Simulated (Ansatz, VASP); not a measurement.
One calculation of Y5Ti, two programs

```
Y Ti
1.0
     0.00000    3.96752    3.96752
     3.96752    0.00000    3.96752
     3.96752    3.96752    0.00000
Y Ti
5 1
Direct
  0.25000 0.25000 0.25000
  0.62377 0.12868 0.62377
  0.62377 0.62377 0.12868
  0.62377 0.62377 0.62377
  0.12868 0.62377 0.62377
  0.00000 0.00000 0.00000
```

Change from the starting cell: species swapped into the TbCu5 type (F-43m, No. 216).

Alike in both runs: task single point; functional PBE; k mesh 4 × 4 × 4; occupations gaussian, width 0.1 eV; no spin polarisation.

```csv
,VASP,Ansatz
version,VASP 6.6.1,Ansatz 0.2.0
potentials or method,"VASP PAW PBE potentials, release 64 (Y_sv, Ti_sv), cutoff 500 eV","scalar-relativistic, plane waves, PAW"
valence electrons in the cell,67,67
```

Ansatz gave:

* gap on the k mesh at the Fermi level (eV): none
* rms of the force components (eV/Å): 0.416

Estimate VASP's values.

gap on the k mesh at the Fermi level (eV): none; rms of the force components (eV/Å): 0.421.

Atom by atom the forces differ by 0.004 eV/Å (rms over components). A gap of «none» marks a metal or a gap that the smearing closes.
